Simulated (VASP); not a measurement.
## MoS2: single point with PBE

MoS2:

```
Mo S
1.0
     3.18558    0.00000    0.00000
    -1.59279    2.75880    0.00000
     0.00000    0.00000   14.51045
Mo S
2 4
Direct
  0.36472 0.69806 0.25000
  0.66667 0.33333 0.75000
  0.33333 0.66667 0.64232
  0.66667 0.33333 0.14232
  0.33333 0.66667 0.85768
  0.66667 0.33333 0.35768
```

This cell differs from its parent crystal: atom 1 (Mo) moved -0.100 Å towards its neighbour atom 1 (Mo) at 3.186 Å.

* Program: VASP 6.6.1
* Task: single point
* Functional: PBE
* Potentials or basis: VASP PAW PBE potentials, release 64 (Mo_sv, S)
* Cutoff: 520 eV
* k mesh: 12 × 12 × 2
* Occupations: gaussian, width 0.05 eV
* Spin: no spin polarisation

```
Pressure               : 0.1 GPa
Largest force          : 1.946 eV/Å
Band gap on the k mesh : 1.43 eV, indirect (least direct gap 1.64 eV)
```

Forces in eV/Å, atoms in the order of the input:
```
Mo  -0.940 -1.704  0.000
Mo   0.000  0.000  0.000
S    0.000  0.000  0.015
S    0.470  0.852 -0.096
S    0.000  0.000 -0.015
S    0.470  0.852  0.096
```

Stress tensor (GPa, compression positive):
```
-0.58 -0.40  0.00
-0.40  0.71  0.00
 0.00  0.00  0.30
```

Levels at points of the mesh, in eV from the valence-band top:
```csv
k point,band 24,band 25,band 26,band 27,band 28,band 29
"(0.00, 0.00, 0.00)",-1.26,-0.45,0.00,2.01,2.52,2.52
"(0.50, 0.00, 0.00)",-1.21,-0.87,-0.64,2.00,2.07,2.49
"(0.00, 0.50, 0.00)",-1.21,-0.88,-0.86,1.93,2.00,2.48
"(0.50, 0.50, 0.00)",-1.21,-0.87,-0.60,1.99,2.00,2.48
"(0.00, 0.00, 0.50)",-1.26,-0.19,-0.18,2.01,2.52,2.52
"(0.50, 0.00, 0.50)",-1.21,-0.86,-0.64,2.00,2.07,2.51
"(0.00, 0.50, 0.50)",-1.21,-0.88,-0.86,1.93,2.00,2.51
"(0.50, 0.50, 0.50)",-1.21,-0.86,-0.60,1.99,2.00,2.51
```

Run time: 14 min on 1 thread of Intel(R) Xeon(R) Platinum 8259CL CPU @ 2.50GHz (Skylake/Cascade Lake), on a shared host, peak memory 0.6 GiB.

Caveat: the cell differs from its parent crystal (atom 1 (Mo) moved -0.100 Å towards its neighbour atom 1 (Mo) at 3.186 Å); this functional lacks dispersion, which binds the layers, so the pressure and a relaxed spacing across them are unreliable; forces of over 1 eV/Å act on the atoms, so gaps and moduli don't describe the material at rest. A k mesh can miss the band edges.
